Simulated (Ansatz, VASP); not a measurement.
**CoMo in VASP and in Ansatz**

File INCAR:

```
PREC     = Accurate       # precision mode
ENCUT    = 520            # plane-wave cutoff, eV
EDIFF    = 1E-6           # SCF threshold, eV
ISMEAR   = -1             # smearing method
SIGMA    = 0.05           # smearing width, eV
LREAL    = F              # projectors in reciprocal space
LASPH    = T              # aspherical terms in the spheres
NELM     = 150            # most SCF steps
ALGO     = Normal         # electronic algorithm
ISIF     = 2              # what is computed and relaxed
LWAVE    = F              # write WAVECAR
LCHARG   = T              # write CHGCAR
ISPIN    = 2              # spin polarisation
MAGMOM   = 2 0            # initial moments
LORBIT   = 11             # projections on sites
LMAXMIX  = 4              # l up to which the mixer works
GGA      = CA             # functional
LELF     = T              # ELF
LVHAR    = T            
NBANDS   = 22             # bands
```

The input KPOINTS:

```
regular mesh
0
Gamma
  14 14 8
```

The input POSCAR:

```
CoMo
1.0
    2.6949279053      0.0000000000      0.0000000000
   -1.3474639526      2.3338760273      0.0000000000
    0.0000000000      0.0000000000      4.1836180000
Co Mo
1 1
Direct
    0.6666666667      0.3333333333      0.5000000000
    0.3333333333      0.6666666667      0.0000000000
```

Input for Ansatz:

```yaml
crystal:
  lattice:
    - [2.6949279053, 0.0, 0.0]
    - [-1.3474639526, 2.3338760273, 0.0]
    - [0.0, 0.0, 4.183618]
  atoms:
    - { symbol: Co, position: [0.6666666667, 0.3333333333, 0.5], spin: 2.0 }
    - { symbol: Mo, position: [0.3333333333, 0.6666666667, 0.0] }
magnetization:
  spin_polarized: true
kpoints:
  mp_grid: { grid: [14, 14, 8] }
scf:
  occupations: { method: fermi_dirac, width: 0.05 }
  lower_state_search: "off"
hamiltonian:
  xc: lda
  pseudopotentials: { kind: paw }
output:
  forces: true
  stress: true
  eigenvalues: true
  populations: true
  dos: { projected: true, de: 0.1, e_range: [-8, 5] }
  write_density: true
  write_potential: true
  elf: true
  volumetric_format: npy
```

Alike in both runs: task single point; functional LDA; k mesh 14 × 14 × 8; occupations fermi-dirac, width 0.05 eV; collinear spin.

|  | VASP | Ansatz |
| --- | --- | --- |
| version | VASP 6.6.1 | Ansatz 0.2.0 |
| potentials or method | VASP PAW LDA potentials, release 64 (Co, Mo_sv) | PAW with Ansatz's default frozen-core files, scalar-relativistic |
| plane-wave cutoff (eV) | 520 | 420 |
| valence electrons in the cell | 23 | 31 |

```csv
,VASP,Ansatz,Ansatz less VASP
pressure (GPa),-12.8,-13.1,-0.23
"traceless stress, the component that is largest in VASP (GPa)",-0.61,-0.05,+0.558
net moment per atom (μB),0.16,0.20,+0.037
size of the moment on the site where the two differ most (μB),0.35,0.44,+0.096
```

LDA's correlation is that of Perdew and Zunger in VASP and of Perdew and Wang (1992) in Ansatz. Site moments also hang on the region over which each program counts them. VASP's potentials hold 23 valence electrons a cell and Ansatz's 31, so a difference there can come from the potentials and not from the codes.
